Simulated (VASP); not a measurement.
# GaN (Fm-3m) in VASP: a series of runs

The runs below take GaN through G0W0 quasiparticle levels, with PBE.

All numbers are computed with VASP 6.6.1; they aren't measurements. Logs are shortened: lines on timing, memory, paths and dates and some standing lists are left out, and cuts for length are marked.

## (1) The cell of the first run

The structure is cubic, space group Fm-3m (No. 225). Conventional cell: a = 4.217 Å, b = 4.217 Å, c = 4.217 Å, α = 90.00°, β = 90.00°, γ = 90.00°. Within 2.8 Å of Ga (site symmetry m-3m) lie 6 N at 2.11 Å. N (site symmetry m-3m) has 6 Ga at 2.11 Å within 2.8 Å.

## (2) G0W0 quasiparticle levels, PBE

POSCAR reads:

```
GaN
1.0
    0.0000000000      2.1085152350      2.1085152350
    2.1085152350      0.0000000000      2.1085152350
    2.1085152350      2.1085152350      0.0000000000
Ga N
1 1
Direct
    0.0000000000      0.0000000000      0.0000000000
    0.5000000000      0.5000000000      0.5000000000
```

INCAR.step1 reads:

```
SYSTEM = GaN
PREC = Accurate
ENCUT = 500
EDIFF = 1E-8
ISMEAR = 0
SIGMA = 0.01
LREAL = .FALSE.
LASPH = .TRUE.
NELM = 80
ALGO = Normal
LWAVE = .TRUE.
LCHARG = .FALSE.
GGA = PE
```

INCAR.step2 reads:

```
SYSTEM = GaN
PREC = Accurate
ENCUT = 500
EDIFF = 1E-8
ISMEAR = 0
SIGMA = 0.01
LREAL = .FALSE.
LASPH = .TRUE.
NELM = 1
ALGO = Exact
LWAVE = .TRUE.
LCHARG = .FALSE.
GGA = PE
NBANDS = 69
LOPTICS = .TRUE.
ISTART = 1
```

INCAR.step3 reads:

```
SYSTEM = GaN
PREC = Accurate
ENCUT = 500
EDIFF = 1E-8
ISMEAR = 0
SIGMA = 0.01
LREAL = .FALSE.
LASPH = .TRUE.
ALGO = EVGW0
LWAVE = .FALSE.
LCHARG = .FALSE.
GGA = PE
NELMGW = 1
NBANDS = 69
ENCUTGW = 80.0
NOMEGA = 48
PRECFOCK = Fast
ISTART = 1
NBANDSGW = 17
```

KPOINTS reads:

```
Automatic mesh
0
G
  4 4 4
  0 0 0
```

Potentials or basis: VASP PAW PBE potentials, release 64 (Ga_d_GW, N_GW).

Launch:

```console
$ cat potpaw_PBE.64/Ga_d_GW/POTCAR potpaw_PBE.64/N_GW/POTCAR > POTCAR
$ cp INCAR.step1 INCAR
$ mpirun -np 1 vasp_std > vasp.out
$ cp INCAR.step2 INCAR
$ mpirun -np 1 vasp_std > vasp.out
$ cp INCAR.step3 INCAR
$ mpirun -np 1 vasp_std > vasp.out
```

OUTCAR:

```text
SYSTEM = GaN
   PREC = Accurate
   ENCUT = 500
   EDIFF = 1E-8
   ISMEAR = 0
   LREAL = .FALSE.
   LASPH = .TRUE.
   GGA = PE
   NELMGW = 1
   ENCUTGW = 80.0
   PRECFOCK = Fast
   ISTART = 1

 ion  position               nearest neighbor table
   1  0.000  0.000  0.000-   2 2.11   2 2.11   2 2.11   2 2.11   2 2.11   2 2.11
   2  0.500  0.500  0.500-   1 2.11   1 2.11   1 2.11   1 2.11   1 2.11   1 2.11

  LATTYP: Found a face centered cubic cell.
 ALAT       =     4.2170304700

  Lattice vectors:

 A1 = (   0.0000000000,   2.1085152350,   2.1085152350)
 A2 = (   2.1085152350,   0.0000000000,   2.1085152350)
 A3 = (   2.1085152350,   2.1085152350,   0.0000000000)

Analysis of symmetry for initial positions (statically):
=====================================================================
 Subroutine PRICEL returns:
 Original cell was already a primitive cell.

 Routine SETGRP: Setting up the symmetry group for a
 face centered cubic supercell.

 Subroutine GETGRP returns: Found 48 space group operations
 (whereof 48 operations were pure point group operations)
 out of a pool of 48 trial point group operations.

The static configuration has the point symmetry O_h .

Analysis of symmetry for dynamics (positions and initial velocities):
=====================================================================
 Subroutine PRICEL returns:
 Original cell was already a primitive cell.

 Routine SETGRP: Setting up the symmetry group for a
 face centered cubic supercell.

 Subroutine GETGRP returns: Found 48 space group operations
 (whereof 48 operations were pure point group operations)
 out of a pool of 48 trial point group operations.

The dynamic configuration has the point symmetry O_h .

 Subroutine INISYM returns: Found 48 space group operations
 (whereof 48 operations are pure point group operations),
 and found     1 'primitive' translations

----------------------------------------------------------------------------------------

                                     Primitive cell

  volume of cell :      18.7482

  direct lattice vectors                    reciprocal lattice vectors
     0.000000000  2.108515235  2.108515235    -0.237133691  0.237133691  0.237133691
     2.108515235  0.000000000  2.108515235     0.237133691 -0.237133691  0.237133691
     2.108515235  2.108515235  0.000000000     0.237133691  0.237133691 -0.237133691

  length of vectors
     2.981890842  2.981890842  2.981890842     0.410727601  0.410727601  0.410727601

  position of ions in fractional coordinates (direct lattice)
     0.000000000  0.000000000  0.000000000
     0.500000000  0.500000000  0.500000000

  ion indices of the primitive-cell ions
   primitive index   ion index
                 1           1
                 2           2

----------------------------------------------------------------------------------------

 KPOINTS: Automatic mesh

Automatic generation of k-mesh.
 Grid dimensions read from file:
 generate k-points for:    4    4    4

 Generating k-lattice:

  Cartesian coordinates                     Fractional coordinates (reciprocal lattice)
    -0.059283423  0.059283423  0.059283423     0.250000000  0.000000000  0.000000000
     0.059283423 -0.059283423  0.059283423     0.000000000  0.250000000  0.000000000
     0.059283423  0.059283423 -0.059283423     0.000000000  0.000000000  0.250000000

  Length of vectors
     0.102681900  0.102681900  0.102681900

  Shift w.r.t. Gamma in fractional coordinates (k-lattice)
     0.000000000  0.000000000  0.000000000

 Subroutine IBZKPT returns following result:
 ===========================================

 Found      8 irreducible k-points:

 Following reciprocal coordinates:
            Coordinates               Weight
  0.000000  0.000000  0.000000      1.000000
  0.250000  0.000000  0.000000      8.000000
  0.500000  0.000000  0.000000      4.000000
  0.250000  0.250000  0.000000      6.000000
  0.500000  0.250000  0.000000     24.000000
 -0.250000  0.250000  0.000000     12.000000
  0.500000  0.500000  0.000000      3.000000
 -0.250000  0.500000  0.250000      6.000000
   k-points           NKPTS =      8   k-points in BZ     NKDIM =     64   number of bands    NBANDS=     69
   number of dos      NEDOS =    301   number of ions     NIONS =      2
   total plane-waves  NPLWV =  13824
   dimension x,y,z NGX =    24 NGY =   24 NGZ =   24
   dimension x,y,z NGXF=    48 NGYF=   48 NGZF=   48
   ions per type =               1   1
   NGX,Y,Z   is equivalent  to a cutoff of  13.38, 13.38, 13.38 a.u.
   NGXF,Y,Z  is equivalent  to a cutoff of  26.76, 26.76, 26.76 a.u.
 SYSTEM =  GaN
   PREC   = accura    normal or accurate (medium, high low for compatibility)
   ISTART =      1    job   : 0-new  1-cont  2-samecut
   ICHARG =      0    charge: 1-file 2-atom 10-const
   ISPIN  =      1    spin polarized calculation?
   LNONCOLLINEAR =      F non collinear calculations
   LSORBIT =      F    spin-orbit coupling
   LASPH  =      T    aspherical Exc in radial PAW
   ENCUT  =  500.0 eV  36.75 Ry    6.06 a.u.   5.44  5.44  5.44*2*pi/ulx,y,z
   NELM   =     60;   NELMIN=  2; NELMDL=  0     # of ELM steps
   EDIFF  = 0.1E-07   stopping-criterion for ELM
   LREAL  =      F    real-space projection
   EDIFFG = 0.1E-06   stopping-criterion for IOM
   NSW    =      0    number of steps for IOM
   IBRION =     -1    ionic relax: 0-MD 1-quasi-New 2-CG
   NFREE  =      0    steps in history (QN), initial steepest desc. (CG)
   ISIF   =      0    stress and relaxation
   ISYM   =      3    0-nonsym 1-usesym 2-fastsym
   POTIM  = 0.5000    time-step for ionic-motion
   TEBEG  =    0.0;   TEEND  =   0.0 temperature during run
   PSTRESS=    0.0 pullay stress
   NELECT =      18.0000    total number of electrons
   NUPDOWN=      -1.0000    fix difference up-down
   EMIN   =  10.00;   EMAX   =-10.00  energy-range for DOS
   EFERMI =   0.00;   METHOD = LEGACY
   ISMEAR =     0;   SIGMA  =   0.01  broadening in eV -4-tet -1-fermi 0-gaus
   EFERMI_NEDOS =   21; number of points for ismear=-14 and -15
   IALGO  =     38    algorithm
   IMIX   =      4    mixing-type and parameters
     AMIX     =   0.40;   BMIX     =  1.00
     AMIX_MAG =   1.60;   BMIX_MAG =  1.00
  volume/ion in A,a.u.               =       9.37        63.26
  Fermi-wavevector in a.u.,A,eV,Ry     =   1.615024  3.051952 35.488101  2.608302
  Thomas-Fermi vector in A             =   2.709838
   LORBIT       =      0    0 simple, 1 ext, 2 COOP (PROOUT), +10 PAW based schemes
   GGA     = PE    functional components
   LHFCALC =     T    Hartree Fock is set to
   PRECFOCK=fast      Normal, Fast or Accurate (Low or Medium for compatibility)
   ENCUT4O =  -1.0   cutoff for four orbital integrals eV
   NKREDX  =     1    reduce k-point grid by
   NKREDY  =     1    reduce k-point grid by
   NKREDZ  =     1    reduce k-point grid by
   AEXX    =    1.0000 exact exchange contribution
   HFSCREEN=    0.0000 screening length (either q_TF or 0.3 A-1)
   HFSCREENC=   0.0000 screening length for correlation (either q_TF or 0.3 A-1)
   ENCUTFOCK=  -1.0 apply spherical cutoff to Coloumb kernel
   IVDW    =     0    specifies the selected vdW correction
   LEPSILON=     F    determine dielectric tensor
   LRPA    =     F    only Hartree local field effects (RPA)
   LRPAFORCE           =     F    calculate RPA forces
   ENCUTGW             =  80.0    cutoff for response function in eV
   ENCUTGWSOFT         =  64.0    soft cutoff for Coulomb kernel in GW response function in eV
   ENCUTLF             =  -1.0    cutoff for local field effects
   NELMGW              =     1    number of iterations in solving QP/BSE equation
   NELMHF              =     1    number of iterations in the inner HF iteration
   NKREDLFX            =     1    NKREDLFY  =   1   NKREDLFZ  =   1
 non-spin polarized calculation
 Gauss-broadening in eV      SIGMA  =   0.01
  energy-cutoff  :      500.00
  volume of cell :       18.75
 maximum number of plane-waves:       531
 NGX is ok and might be reduce to    24
  NGX = 12; NGY = 12; NGZ = 12
   NGX = 11   NGY = 11   NGZ = 11
 maximum number of plane-waves:        34
 NGX is ok and might be reduce to    10

 QP shifts <psi_nk| G(iteration)W_0 |psi_nk>: iteration 1
 for sc-GW calculations column KS-energies equals QP-energies in previous step
 and V_xc(KS)=  KS-energies - (<T + V_ion + V_H > + <T+V_H+V_ion>^1  + <V_x>^1)

 k-point   1 :       0.0000    0.0000    0.0000
  band No.  KS-energies  QP-energies   sigma(KS)   V_xc(KS)     V^pw_x(r,r')   Z            occupation Imag(sigma)

      1      -9.5544     -10.4168     -15.7338     -14.5245     -24.3765       0.7131       2.0000       1.3893
      2      -6.3393      -9.8074     -26.3476     -21.6467     -34.9668       0.7378       2.0000       0.2514
      3      -6.3393      -9.8074     -26.3476     -21.6467     -34.9668       0.7378       2.0000       0.2514
      4      -6.3393      -9.8074     -26.3476     -21.6467     -34.9668       0.7378       2.0000       0.2514
      5      -6.2413      -9.8109     -26.6825     -21.8506     -35.4549       0.7388       2.0000       0.2998
      6      -6.2413      -9.8109     -26.6825     -21.8506     -35.4549       0.7388       2.0000       0.2998
[... 9 lines left out ...]
     16      23.6729      24.4773     -11.6908     -12.7378      -4.4880       0.7683       0.0000      -0.5822
     17      23.8790      23.9552      -9.1513      -9.2482      -2.5327       0.7873       0.0000      -0.3535

 k-point   2 :       0.2500    0.0000    0.0000
  band No.  KS-energies  QP-energies   sigma(KS)   V_xc(KS)     V^pw_x(r,r')   Z            occupation Imag(sigma)

      1      -8.3847      -9.2070     -16.0987     -14.9292     -24.5265       0.7031       2.0000       1.2466
      2      -6.3820      -9.8622     -26.3614     -21.6359     -35.0931       0.7365       2.0000       0.2979
      3      -6.3820      -9.8622     -26.3614     -21.6359     -35.0931       0.7365       2.0000       0.2979
      4      -6.3769      -9.7933     -26.1190     -21.4859     -34.7245       0.7374       2.0000       0.2683
      5      -6.2102      -9.7319     -26.5880     -21.8260     -35.2711       0.7395       2.0000       0.2667
      6      -6.2102      -9.7319     -26.5880     -21.8260     -35.2711       0.7395       2.0000       0.2667
[... 9 lines left out ...]
     16      25.5406      26.0386     -11.8012     -12.4258      -5.5174       0.7972       0.0000      -0.4477
     17      32.5217      33.0162     -10.4579     -11.0694      -3.2064       0.8088       0.0000      -1.0095

 k-point   3 :       0.5000    0.0000    0.0000
  band No.  KS-energies  QP-energies   sigma(KS)   V_xc(KS)     V^pw_x(r,r')   Z            occupation Imag(sigma)
[... 85 lines left out ...]
      1      -8.0413     -10.2566     -22.1204     -18.9880     -31.1083       0.7072       2.0000       0.6856
      2      -6.5220      -9.9310     -25.9932     -21.3609     -34.5773       0.7359       2.0000       0.2583
      3      -6.1286      -9.7133     -26.8235     -21.9726     -35.6123       0.7390       2.0000       0.2983
      4      -6.0539      -9.5708     -26.7344     -21.9804     -35.3885       0.7398       2.0000       0.2465
      5      -6.0539      -9.5708     -26.7344     -21.9804     -35.3885       0.7398       2.0000       0.2465
      6      -3.2238      -5.1761     -22.5852     -19.9705     -30.5250       0.7467       2.0000       0.5567
[... 9 lines left out ...]
     16      35.1824      36.3051     -13.3266     -14.6849      -6.5868       0.8265       0.0000      -1.2001
     17      37.1527      37.9198      -9.8965     -10.8366      -2.6896       0.8160       0.0000      -1.1035

 k-point   8 :      -0.2500    0.5000    0.2500
  band No.  KS-energies  QP-energies   sigma(KS)   V_xc(KS)     V^pw_x(r,r')   Z            occupation Imag(sigma)

      1      -7.7083     -10.0279     -22.5399     -19.2825     -31.4797       0.7121       2.0000       0.6485
      2      -6.3318      -9.7684     -26.2038     -21.5467     -34.8067       0.7379       2.0000       0.2606
      3      -6.3318      -9.7684     -26.2038     -21.5467     -34.8067       0.7379       2.0000       0.2606
      4      -6.3150      -9.8052     -26.4441     -21.7032     -35.2414       0.7362       2.0000       0.3222
      5      -6.0538      -9.5723     -26.7355     -21.9805     -35.3906       0.7400       2.0000       0.2461
      6      -3.4507      -5.3057     -22.3337     -19.8340     -30.3625       0.7421       2.0000       0.5845
[... 9 lines left out ...]
     16      35.0817      36.2002     -13.0907     -14.4328      -5.9185       0.8334       0.0000      -1.4229
     17      37.5524      38.8075     -12.7718     -14.2965      -4.6380       0.8232       0.0000      -1.8653
```

Wall time 1.7 min (1 thread of Intel Xeon 8259CL, shared host); peak memory 0.18 GiB.

What came out:

- Band gap on the k mesh, mean-field level: 0.72 eV, indirect (least direct gap 2.80 eV)
- Quasiparticle gap: 1.53 eV
- Least direct quasiparticle gap: 3.64 eV

Caveat: the k points lie up to 0.65 Å⁻¹ apart; bands, screening cutoff and mesh are small and nothing is extrapolated, so the quasiparticle values aren't converged. A k mesh can miss the band edges.

(Continued in part 2 of 2.)
